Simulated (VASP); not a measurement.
Input of a VASP 6.6.1 run:

The input INCAR:

```
SYSTEM = Ba
PREC = Accurate
ENCUT = 520
EDIFF = 1E-7
ISMEAR = 0
SIGMA = 0.1
LREAL = .False.
LASPH = .True.
NELM = 60
ALGO = Fast
ISIF = 2
LWAVE = .False.
LCHARG = .True.
GGA = PE
LELF = .True.
LVHAR = .True.
NBANDS = 17
```

KPOINTS

```
regular mesh
0
Gamma
  10 10 6
  0 0 0
```

POSCAR

```
Ba
1.0
    3.5532828936     -2.5004792140      0.0000000000
    3.5532828936      2.5004792140      0.0000000000
    0.0000000000      0.0000000000      7.1135449504
Ba
2
Direct
    0.7498240038      0.2501759962      0.2500000000
    0.2501759962      0.7498240038      0.7500000000
```

Potentials or basis: VASP PAW PBE potentials, release 64 (Ba_sv).

Run with:

```bash
$ cat potpaw_PBE.64/Ba_sv/POTCAR > POTCAR
$ mpirun -np 1 vasp_std > vasp.out
```

Problem. Predict the pressure.

Solution. 0.1 GPa.

Problem. What does it give for the band gap on the k mesh?

Solution. Zero (bands 10 and 11 overlap by 0.95 eV).

Caveat: spin-orbit coupling is left out, which moves the levels of the heavy elements.
